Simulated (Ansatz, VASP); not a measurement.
**Two plane-wave programs on CdS**

```
Cd S
1.0
     4.40853    0.00000    0.00000
    -2.20426    3.81790    0.00000
     0.00000    0.00000    5.74812
Cd S
2 2
Direct
  0.33333 0.66667 0.25000
  0.66667 0.33333 0.75000
  0.66667 0.33333 0.25000
  0.33333 0.66667 0.75000
```

Alike in both runs: task single point; functional LDA; k mesh 6 × 6 × 4; no spin polarisation.

|  | VASP | Ansatz |
| --- | --- | --- |
| version | VASP 6.6.1 | Ansatz 0.2.0 |
| potentials or method | VASP PAW LDA potentials, release 64 (Cd, S) | plane waves, PAW |
| plane-wave cutoff (eV) | 520 | 420 |
| occupations | gaussian, width 0.01 eV | fixed |
| valence electrons in the cell | 36 | 52 |

|  | VASP | Ansatz | Ansatz less VASP |
| --- | --- | --- | --- |
| gap on the k mesh at the Fermi level (eV) | 0.74 | 0.72 | -0.020 |

LDA's correlation is that of Perdew and Zunger in VASP and of Perdew and Wang (1992) in Ansatz. VASP's potentials hold 36 valence electrons a cell and Ansatz's 52, so a difference there can come from the potentials and not from the codes.
